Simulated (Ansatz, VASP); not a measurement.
## Two plane-wave programs on MgO

INCAR

```
SYSTEM = MgO
PREC     = Accurate       ! precision mode
ENCUT    = 600            ! plane-wave cutoff, eV
EDIFF    = 1E-6           ! SCF threshold, eV
ISMEAR   = 0              ! smearing method
SIGMA    = 0.01           ! smearing width, eV
LREAL    = .FALSE.        ! projectors in reciprocal space
LASPH    = .TRUE.         ! aspherical terms in the spheres
NELM     = 120            ! most SCF steps
ALGO     = Normal         ! electronic algorithm
ISIF     = 2              ! what is computed and relaxed
LWAVE    = .FALSE.        ! write WAVECAR
LCHARG   = .FALSE.        ! write CHGCAR
GGA      = PE             ! functional
NBANDS   = 11             ! bands
GGA_COMPAT= .FALSE.
```

KPOINTS

```
Automatic mesh
0
G
  8 8 8
  0 0 0
```

POSCAR

```
MgO
1.0
    0.0000000000      2.1155050348      2.1155050348
    2.1155050348      0.0000000000      2.1155050348
    2.1155050348      2.1155050348      0.0000000000
Mg O
1 1
Direct
    0.0000000000      0.0000000000      0.0000000000
    0.5000000000      0.5000000000      0.5000000000
```

Input for Ansatz:

```yaml
crystal:
  lattice:
    - [0.0, 2.115505034848495, 2.115505034848495]
    - [2.115505034848495, 0.0, 2.115505034848495]
    - [2.115505034848495, 2.115505034848495, 0.0]
  atoms:
    - { symbol: Mg, position: [0.0, 0.0, 0.0] }
    - { symbol: O, position: [0.5, 0.5, 0.5] }
basis:
  ecutwfc: 500.0
kpoints:
  mp_grid:
    grid: [8, 8, 8]
hamiltonian:
  xc: pbe
  pseudopotentials:
    kind: paw
scf:
  occupations:
    method: fixed
output:
  stress: true
```

Alike in both runs: task single point; functional PBE; k mesh 8 × 8 × 8; no spin polarisation.

```csv
,VASP,Ansatz
version,VASP 6.6.1,Ansatz 0.2.0
potentials or method,"VASP PAW PBE potentials, release 64 (Mg, O), cutoff 600 eV","plane waves, PAW"
occupations,"gaussian, width 0.01 eV",fixed
valence electrons in the cell,8,16
```

```csv
,VASP,Ansatz,Ansatz less VASP
pressure (GPa),1.5,2.5,+1.02
```

VASP's potentials hold 8 valence electrons a cell and Ansatz's 16, so a difference there can come from the potentials and not from the codes.
